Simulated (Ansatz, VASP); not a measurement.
## Two plane-wave programs on Rb

```
CELL_PARAMETERS angstrom
5.18452 0.00000 0.00000
-2.59226 4.48993 0.00000
0.00000 0.00000 8.54988
ATOMIC_POSITIONS crystal
Rb 0.33333 0.66667 0.25000
Rb 0.66667 0.33333 0.75000
```

Alike in both runs: functional revPBE; k mesh 7 × 7 × 4; occupations fermi-dirac, width 0.1 eV; no spin polarisation.

Ansatz relaxed the structure, and its values are those at the end. VASP's run is a single point on that final structure, the one shown.

|  | VASP | Ansatz |
| --- | --- | --- |
| version | VASP 6.6.1 | Ansatz 0.2.0 |
| potentials or method | VASP PAW PBE potentials, release 64 (Rb_sv), cutoff 520 eV | plane waves (420 eV) with PAW, scalar-relativistic |
| valence electrons in the cell | 18 | 18 |

|  | VASP | Ansatz | Ansatz less VASP |
| --- | --- | --- | --- |
| pressure (GPa) | 0.0 | 0.0 | 0.00 |

VASP's potentials were made for PBE, not for revPBE. The functional is the same, so the differences come from potentials, cutoffs and numerics.
